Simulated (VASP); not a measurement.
Input of a VASP 6.6.1 run:

Contents of INCAR:

```
SYSTEM = Cs
PREC = Accurate ; ENCUT = 520
EDIFF = 1E-6 ; ISMEAR = -1
SIGMA = 0.05 ; LREAL = .FALSE.
LASPH = .TRUE. ; NELM = 100
ALGO = Fast ; ISIF = 2
LWAVE = .FALSE. ; LCHARG = .FALSE.
NBANDS = 10
```

Contents of KPOINTS:

```
regular mesh
0
G
  6 6 6
  0 0 0
```

The input POSCAR:

```
Cs
1.0
    0.0000000000      4.0002934844      4.0002934844
    4.0002934844      0.0000000000      4.0002934844
    4.0002934844      4.0002934844      0.0000000000
Cs
1
Direct
    0.0000000000      0.0000000000      0.0000000000
```

Potentials or basis: VASP PAW LDA potentials, release 64 (Cs_sv).

Command:

```sh
$ cat potpaw_LDA.64/Cs_sv/POTCAR > POTCAR
$ mpirun -np 1 vasp_std > vasp.out
```

(1) What does it give for the pressure?

(2) What does it give for the band gap on the k mesh?

Results:

(1) -0.4 GPa.

(2) zero (an odd number of electrons rules out a gap without spin polarisation).

Caveat: spin-orbit coupling is left out, which moves the levels of the heavy elements.
